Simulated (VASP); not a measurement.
# TiInP (P-6m2) in VASP: notebook, part 2 of 2

VASP 6.6.1. The steps go on from the part before.

**4. Single point, PBE**

This run uses another cell than the first one, of 19.97 Å³/atom.

Input file INCAR:

```
  PREC = Accurate
  ENCUT = 520
  EDIFF = 1E-6
  ISMEAR = 0
  SIGMA = 0.1
  LREAL = False
  LASPH = True
  NELM = 60
  ALGO = Fast
  ISIF = 2
  LWAVE = False
  LCHARG = False
  GGA = PE
  NBANDS = 22
```

Input file KPOINTS:

```
Automatic mesh
0
Gamma
  12 12 12
```

Input file POSCAR:

```
TiInP
1.0
    4.1447572336      0.0000000000      0.0000000000
   -2.0723786168      3.5894650568      0.0000000000
    0.0000000000      0.0000000000      4.0264699200
Ti In P
1 1 1
Direct
    0.6666666667      0.3333333333      0.5000000000
    0.0000000000      0.0000000000      0.0000000000
    0.3333333333      0.6666666667      0.5000000000
```

Potentials or basis: VASP PAW PBE potentials, release 64 (Ti_sv, In_d, P).

On the command line:

```sh
> cat potpaw_PBE.64/Ti_sv/POTCAR potpaw_PBE.64/In_d/POTCAR potpaw_PBE.64/P/POTCAR > POTCAR
> mpirun -np 1 vasp_std > vasp.out
```

OUTCAR:

```text
PREC = Accurate
   ENCUT = 520
   EDIFF = 1E-6
   ISMEAR = 0
   LREAL = False
   LASPH = True
   NELM = 60
   ISIF = 2
   GGA = PE

 ion  position               nearest neighbor table
   1  0.667  0.333  0.500-   3 2.39   3 2.39   3 2.39   2 3.13   2 3.13   2 3.13   2 3.13   2 3.13
                             2 3.13
   2  0.000  0.000  0.000-   1 3.13   3 3.13   1 3.13   3 3.13   3 3.13   3 3.13   1 3.13   1 3.13
                             1 3.13   1 3.13   3 3.13   3 3.13
   3  0.333  0.667  0.500-   1 2.39   1 2.39   1 2.39   2 3.13   2 3.13   2 3.13   2 3.13   2 3.13
                             2 3.13

  LATTYP: Found a hexagonal cell.
 ALAT       =     4.1447572336
 C/A-ratio  =     0.9714609790

  Lattice vectors:

 A1 = (   4.1447572336,   0.0000000000,   0.0000000000)
 A2 = (  -2.0723786168,   3.5894650568,   0.0000000000)
 A3 = (   0.0000000000,   0.0000000000,   4.0264699200)

Analysis of symmetry for initial positions (statically):
=====================================================================
 Subroutine PRICEL returns:
 Original cell was already a primitive cell.

 Routine SETGRP: Setting up the symmetry group for a
 hexagonal supercell.

 Subroutine GETGRP returns: Found 12 space group operations
 (whereof 12 operations were pure point group operations)
 out of a pool of 24 trial point group operations.

The static configuration has the point symmetry D_3h.

Analysis of symmetry for dynamics (positions and initial velocities):
=====================================================================
 Subroutine PRICEL returns:
 Original cell was already a primitive cell.

 Routine SETGRP: Setting up the symmetry group for a
 hexagonal supercell.

 Subroutine GETGRP returns: Found 12 space group operations
 (whereof 12 operations were pure point group operations)
 out of a pool of 24 trial point group operations.

[... 113 lines left out ...]
   NELECT =      30.0000    total number of electrons
   NUPDOWN=      -1.0000    fix difference up-down
   EMIN   =  10.00;   EMAX   =-10.00  energy-range for DOS
   EFERMI =   0.00;   METHOD = LEGACY
   ISMEAR =     0;   SIGMA  =   0.10  broadening in eV -4-tet -1-fermi 0-gaus
   EFERMI_NEDOS =   21; number of points for ismear=-14 and -15
   IALGO  =     68    algorithm
   IMIX   =      4    mixing-type and parameters
     AMIX     =   0.40;   BMIX     =  1.00
     AMIX_MAG =   1.60;   BMIX_MAG =  1.00
  volume/ion in A,a.u.               =      19.97       134.75
  Fermi-wavevector in a.u.,A,eV,Ry     =   1.300062  2.456761 22.996049  1.690162
  Thomas-Fermi vector in A             =   2.431286
   LORBIT       =      0    0 simple, 1 ext, 2 COOP (PROOUT), +10 PAW based schemes
   GGA     = PE    functional components
   LHFCALC =     F    Hartree Fock is set to
   AEXX    =    0.0000 exact exchange contribution
   IVDW    =     0    specifies the selected vdW correction
   LEPSILON=     F    determine dielectric tensor
   LRPA    =     F    only Hartree local field effects (RPA)
 non-spin polarized calculation
 RMM-DIIS sequential band-by-band and
 Gauss-broadening in eV      SIGMA  =   0.10
  energy-cutoff  :      520.00
  volume of cell :       59.90
 maximum number of plane-waves:      1632
 NGX is ok and might be reduce to    32
   NGX = 15   NGY = 15   NGZ = 15

 number of electron      30.0000009 magnetization

 Free energy of the ion-electron system (eV)
  ---------------------------------------------------
  ext. energy  EPLUGINS =         0.00000000
  ---------------------------------------------------
  free energy    TOTEN  =       -16.55088478 eV

  energy without entropy =      -16.54077275  energy(sigma->0) =      -16.54582877

 E-fermi :   7.6653     XC(G=0): -10.6959

 val. band max:        7.6521621312   @ k =   0.3333   0.2500   0.0000
 cond. band min:       7.6688201008   @ k =   0.0833   0.0833   0.3333
 fundamental gap:      0.0166579696
 Fermi energy:         7.6653111009

 k-point     1 :       0.0000    0.0000    0.0000
  band No.  band energies     occupation
      1     -49.1678      2.00000
      2     -25.4789      2.00000
      3     -25.4519      2.00000
      4     -25.4519      2.00000
      5      -6.7017      2.00000
      6      -6.6346      2.00000
[... 589 lines left out ...]
     21      12.5640      0.00000
     22      13.4891      0.00000

 [... further k-points ...]
[... 5 lines left out ...]
  --------------------------------------------------------------------------------------
  -------------------------------------------------------------------------------------
  Total       -0.0105123     -0.0105123     -0.0334216      0.0000000      0.0000000     -0.0000000
  in kB       -0.2811611     -0.2811611     -0.8938908      0.0000000      0.0000000     -0.0000000
  external PRESSURE =      -0.4854044 kB  Pullay stress =       0.0000000 kB

 VOLUME and BASIS-vectors are now :
 -----------------------------------------------------------------------------
  energy-cutoff  :      520.00
  volume of cell :       59.90
      direct lattice vectors                 reciprocal lattice vectors
     4.144757234  0.000000000  0.000000000     0.241268654  0.139296522  0.000000000
    -2.072378617  3.589465057  0.000000000     0.000000000  0.278593045  0.000000000
     0.000000000  0.000000000  4.026469920     0.000000000  0.000000000  0.248356506

 POSITION                                       TOTAL-FORCE (eV/Angst)
 -----------------------------------------------------------------------------------
      2.07238      1.19649      2.01323        -0.000000     -0.000000      0.000000
      0.00000      0.00000      0.00000        -0.000000      0.000000      0.000000
     -0.00000      2.39298      2.01323         0.000000      0.000000      0.000000
 -----------------------------------------------------------------------------------
    total drift:                               -0.000001      0.000000      0.000000

  FREE ENERGIE OF THE ION-ELECTRON SYSTEM (eV)
  ---------------------------------------------------
  free  energy   TOTEN  =       -16.5508847826 eV

  energy  without entropy=      -16.5407727532  energy(sigma->0) =      -16.54582877
```

OSZICAR:

```text
N       E                     dE             d eps       ncg     rms          rms(c)
DAV:   1     0.287329044217E+03    0.28733E+03   -0.14595E+04  5860   0.166E+03
DAV:   2     0.114057777604E+02   -0.27592E+03   -0.26738E+03  5978   0.436E+02
DAV:   3    -0.163981395755E+02   -0.27804E+02   -0.26945E+02  9710   0.132E+02
DAV:   4    -0.187075166486E+02   -0.23094E+01   -0.22849E+01  8354   0.277E+01
[... 31 lines left out ...]
RMM:  36    -0.165509196645E+02    0.34054E-04   -0.39074E-05  8448   0.408E-02    0.116E-01
RMM:  37    -0.165508969953E+02    0.22669E-04   -0.34844E-05  8464   0.405E-02    0.733E-02
RMM:  38    -0.165508877721E+02    0.92231E-05   -0.26301E-05  8254   0.330E-02    0.412E-02
RMM:  39    -0.165508850476E+02    0.27245E-05   -0.12964E-05  8105   0.245E-02    0.207E-02
RMM:  40    -0.165508847826E+02    0.26501E-06   -0.85947E-06  7404   0.178E-02
   1 F= -.16550885E+02 E0= -.16545829E+02  d E =-.101120E-01
```

stdout:

```text
POSCAR found type information on POSCAR TiInP
 POSCAR found :  3 types and       3 ions
 scaLAPACK will be used
 LDA part: xc-table for (Slater+PW92), standard interpolation
 POSCAR, INCAR and KPOINTS ok, starting setup
 FFT: planning ... GRIDC
 FFT: planning ... GRID_SOFT
 FFT: planning ... GRID
 WAVECAR not read
 entering main loop
WARNING in EDDRMM: call to ZHEGV failed, returncode =   6  3      5
WARNING in EDDRMM: call to ZHEGV failed, returncode =   8  4     13
WARNING in EDDRMM: call to ZHEGV failed, returncode =   8  4     15
WARNING in EDDRMM: call to ZHEGV failed, returncode =   6  3      5
WARNING in EDDRMM: call to ZHEGV failed, returncode =   8  4      9
WARNING in EDDRMM: call to ZHEGV failed, returncode =   6  3      5
WARNING in EDDRMM: call to ZHEGV failed, returncode =   6  3      5
WARNING in EDDRMM: call to ZHEGV failed, returncode =   6  3     20
WARNING in EDDRMM: call to ZHEGV failed, returncode =   6  3     11
WARNING in EDDRMM: call to ZHEGV failed, returncode =   8  4     20
WARNING in EDDRMM: call to ZHEGV failed, returncode =   6  3     12
WARNING in EDDRMM: call to ZHEGV failed, returncode =   6  3     14
WARNING in EDDRMM: call to ZHEGV failed, returncode =   6  3     18
WARNING in EDDRMM: call to ZHEGV failed, returncode =   6  3     10
WARNING in EDDRMM: call to ZHEGV failed, returncode =   6  3     15
WARNING in EDDRMM: call to ZHEGV failed, returncode =   8  4     12
```

It took 5.4 min on 1 thread of Oxide Virtual Turin-like, shared host; peak memory 0.28 GiB.

What came out:

- Free energy: -16.5509 eV
- Pressure: 0.0 GPa
- Band gap on the k mesh: zero (bands 15 and 16 overlap by 1.44 eV)

Caveat: spin-orbit coupling is left out, which moves the levels of the heavy elements.

**5. The runs side by side**

| cell | k mesh | gap on the mesh (eV) | pressure (GPa) |
| --- | --- | --- | --- |
| a = 4.130, b = 4.130, c = 5.010 Å, angles 90.0, 90.0, 120.0°, 3 atoms | 6 × 6 × 4 | none | -4.0 |
| a = 4.145, b = 4.145, c = 4.033 Å, angles 90.0, 90.0, 120.0°, 3 atoms | 12 × 12 × 10 | none | -0.1 |
| a = 4.145, b = 4.145, c = 4.026 Å, angles 90.0, 90.0, 120.0°, 3 atoms | 12 × 12 × 12 | none | 0.0 |

Alike in all rows: task single point; level PBE; potentials or basis VASP PAW PBE potentials, release 64 (Ti_sv, In_d, P); no spin polarisation; cutoff (eV) 520; smearing gaussian 0.1 eV.

Caveats: spin-orbit coupling is left out, which moves the levels of the heavy elements; the stress differs along the axes, from -7 to -2 GPa (at least some runs).

Absolute energies hang on the potentials; compare differences alone.

The gap in the log of VASP goes by the Fermi energy; the results here count the filled bands.